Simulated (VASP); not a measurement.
Runs of VASP 6.6.1 on Se. The structure is that of space group P3_121 (No. 152), or close to it. The cells are those of the table. 

```csv
task,level,cell,k mesh,cutoff (eV),smearing,grid for exact exchange (PRECFOCK),screening parameter,gap on the mesh (eV),pressure (GPa),largest force (eV/Å)
single point,PBE,"a = 4.520, b = 4.520, c = 5.045 Å, angles 90.0, 90.0, 120.0°, 3 atoms",3 × 3 × 2,520,fermi-dirac 0.05 eV,-,-,1.22,0.4,0.20
single point,PBE,"a = 4.520, b = 4.520, c = 5.045 Å, angles 90.0, 90.0, 120.0°, 3 atoms",8 × 8 × 6,520,methfessel-paxton 0.01 eV,-,-,1.13,0.1,0.02
single point,PBE,"a = 4.520, b = 4.520, c = 5.045 Å, angles 90.0, 90.0, 120.0°, 3 atoms",8 × 8 × 6,520,methfessel-paxton 0.2 eV,-,-,1.13,0.1,0.02
single point,HSE06,"a = 4.520, b = 4.520, c = 5.045 Å, angles 90.0, 90.0, 120.0°, 3 atoms",4 × 4 × 3,520,fermi-dirac 0.1 eV,Normal,0.2079 1/Å,2.56,-2.1,0.59
single point,PBE,"a = 4.520, b = 4.520, c = 5.045 Å, angles 90.0, 90.0, 120.0°, 3 atoms",8 × 8 × 6,520,fermi-dirac 0.05 eV,-,-,1.13,0.1,0.02
single point,PBE,"a = 4.520, b = 4.520, c = 5.045 Å, angles 90.0, 90.0, 120.0°, 3 atoms",2 × 2 × 1,520,fermi-dirac 0.05 eV,-,-,(c),-2.1,1.60
relaxation of cell and atoms,PBE,"relaxed from a = 4.366, b = 4.366, c = 4.954 Å, angles 90.0, 90.0, 120.0°, 3 atoms",5 × 5 × 4,600,fermi-dirac 0.05 eV,-,-,1.29,0.0,-
single point,PBE0,"a = 4.520, b = 4.520, c = 5.045 Å, angles 90.0, 90.0, 120.0°, 3 atoms",4 × 4 × 3,520,fermi-dirac 0.1 eV,Normal,-,3.28,(a),0.60
single point,PBE,"a = 4.520, b = 4.520, c = 5.045 Å, angles 90.0, 90.0, 120.0°, 3 atoms",8 × 8 × 6,520,methfessel-paxton 0.03 eV,-,-,1.13,0.1,0.02
single point,PBE,"a = 4.520, b = 4.520, c = 5.045 Å, angles 90.0, 90.0, 120.0°, 3 atoms",2 × 2 × 2,520,fermi-dirac 0.05 eV,-,-,(b),0.2,0.08
single point,PBE,"a = 4.520, b = 4.520, c = 5.045 Å, angles 90.0, 90.0, 120.0°, 3 atoms",7 × 7 × 5,520,fermi-dirac 0.05 eV,-,-,1.43,0.1,0.02
single point,PBE,"a = 4.520, b = 4.520, c = 5.045 Å, angles 90.0, 90.0, 120.0°, 3 atoms",4 × 4 × 3,500,fermi-dirac 0.1 eV,-,-,1.70,0.1,-
```

Alike in all rows: potentials or basis VASP PAW PBE potentials, release 64 (Se); no spin polarisation.

Q: Fill in the values left out.

A: (a) -2.2; (b) 1.32; (c) 2.27.

Caveats: some runs use coarse meshes; the PAW data sets were made with another functional, which shifts forces and pressure a little (some runs); forces of over 1 eV/Å act on the atoms, so gaps and moduli don't describe the material at rest (some runs).

A k mesh can miss the band edges, and the runs leave out spin-orbit coupling on Se.
